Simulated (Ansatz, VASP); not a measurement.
One calculation of TiO2, two programs

File POSCAR:

```
TiO2
1.0
    0.0000000000      2.3968272579      2.3968272579
    2.3968272579      0.0000000000      2.3968272579
    2.3968272579      2.3968272579      0.0000000000
Ti O
1 2
Direct
    0.0000000000      0.0000000000      0.0000000000
    0.2500000000      0.2500000000      0.2500000000
    0.7500000000      0.7500000000      0.7500000000
```

File INCAR.step1:

```
SYSTEM = TiO2
ALGO     = Normal         ! electronic algorithm
EDIFF    = 1E-4           ! SCF threshold, eV
ENCUT    = 520            ! plane-wave cutoff, eV
GGA      = PE             ! functional
ISMEAR   = 0              ! smearing method
LASPH    = .TRUE.         ! aspherical terms in the spheres
LCHARG   = .FALSE.        ! write CHGCAR
LREAL    = .FALSE.        ! projectors in reciprocal space
LWAVE    = .TRUE.         ! write WAVECAR
NBANDS   = 19             ! bands
NELM     = 60             ! most SCF steps
PREC     = Accurate       ! precision mode
SIGMA    = 0.01           ! smearing width, eV
```

Contents of INCAR.step2:

```
SYSTEM = TiO2
ALGO     = Normal         ! electronic algorithm
EDIFF    = 1E-6           ! SCF threshold, eV
ENCUT    = 520            ! plane-wave cutoff, eV
ISIF     = 2              ! what is computed and relaxed
ISMEAR   = 0              ! smearing method
ISTART   = 1            
LASPH    = .TRUE.         ! aspherical terms in the spheres
LCHARG   = .FALSE.        ! write CHGCAR
LMIXTAU  = .TRUE.       
LREAL    = .FALSE.        ! projectors in reciprocal space
LWAVE    = .FALSE.        ! write WAVECAR
METAGGA  = R2SCAN         ! meta-GGA
NBANDS   = 19             ! bands
NELM     = 60             ! most SCF steps
PREC     = Accurate       ! precision mode
SIGMA    = 0.01           ! smearing width, eV
```

KPOINTS

```
k-points
0
G
  4 4 4
  0 0 0
```

Input for Ansatz:

```yaml
crystal:
  lattice:
    - [0.0, 2.3968272579, 2.3968272579]
    - [2.3968272579, 0.0, 2.3968272579]
    - [2.3968272579, 2.3968272579, 0.0]
  atoms:
    - { symbol: Ti, position: [0.0, 0.0, 0.0] }
    - { symbol: O, position: [0.25, 0.25, 0.25] }
    - { symbol: O, position: [0.75, 0.75, 0.75] }
kpoints:
  mp_grid: { grid: [4, 4, 4] }
hamiltonian:
  xc: r2scan
scf:
  occupations: { method: fixed }
  n_extra_bands: 4
output:
  forces: true
  stress: true
  eigenvalues: true
```

Alike in both runs: task single point; functional r2SCAN; k mesh 4 × 4 × 4; no spin polarisation.

|  | VASP | Ansatz |
| --- | --- | --- |
| version | VASP 6.6.1 | Ansatz 0.2.0 |
| potentials or method | VASP PAW PBE potentials, release 64 (Ti_sv, O) | plane waves |
| plane-wave cutoff (eV) | 520 | 500 |
| occupations | gaussian, width 0.01 eV | fixed |
| valence electrons in the cell | 24 | 24 |

Ansatz gave:

| Quantity | Value |
| --- | --- |
| gap on the k mesh at the Fermi level (eV) | 1.50 |
| pressure (GPa) | 0.0 |

**Question.** Which values does VASP return?

**Answer.** gap on the k mesh at the Fermi level (eV): 1.54; pressure (GPa): 1.5.

VASP's potentials were made for PBE, not for r2SCAN.

The k mesh is coarse, so the values compare programs but aren't converged.
